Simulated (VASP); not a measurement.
Input of a VASP 6.6.1 run:

INCAR

```
ALGO     = Normal         # electronic algorithm
EDIFF    = 1E-7           # SCF threshold, eV
ENCUT    = 520            # plane-wave cutoff, eV
GGA      = PE             # functional
ISIF     = 2              # what is computed and relaxed
ISMEAR   = 0              # smearing method
LASPH    = True           # aspherical terms in the spheres
LCHARG   = False          # write CHGCAR
LREAL    = False          # projectors in reciprocal space
LWAVE    = False          # write WAVECAR
NBANDS   = 18             # bands
NELM     = 80             # most SCF steps
PREC     = Accurate       # precision mode
SIGMA    = 0.15           # smearing width, eV
```

KPOINTS

```
k-points
0
Gamma
  18 18 18
```

POSCAR

```
Si2W
1.0
   -1.6440519888      1.6440519888      3.3389051840
    1.6440519888     -1.6440519888      3.3389051840
    1.6440519888      1.6440519888     -3.3389051840
Si W
2 1
Direct
    0.3345726944      0.3345726944      0.0000000000
    0.6654273056      0.6654273056      0.0000000000
    0.0000000000      0.0000000000      0.0000000000
```

Potentials or basis: VASP PAW PBE potentials, release 64 (Si, W_sv).

Run with:

```console
$ cat potpaw_PBE.64/Si/POTCAR potpaw_PBE.64/W_sv/POTCAR > POTCAR
$ mpirun -np 1 vasp_std > vasp.out
```

Question: Predict the pressure.

Answer: 54.9 GPa.

Question: Estimate the largest force.

Answer: 0.703 eV/Å.

Question: Estimate the band gap on the k mesh.

Answer: Zero (bands 11 and 12 overlap by 0.96 eV).

Stress tensor (GPa, compression positive):
```
 10.56   0.00   0.00
  0.00  10.56   0.00
  0.00   0.00 143.56
```

Caveat: the stress differs along the axes, from 11 to 144 GPa; spin-orbit coupling is left out, which moves the levels of the heavy elements.
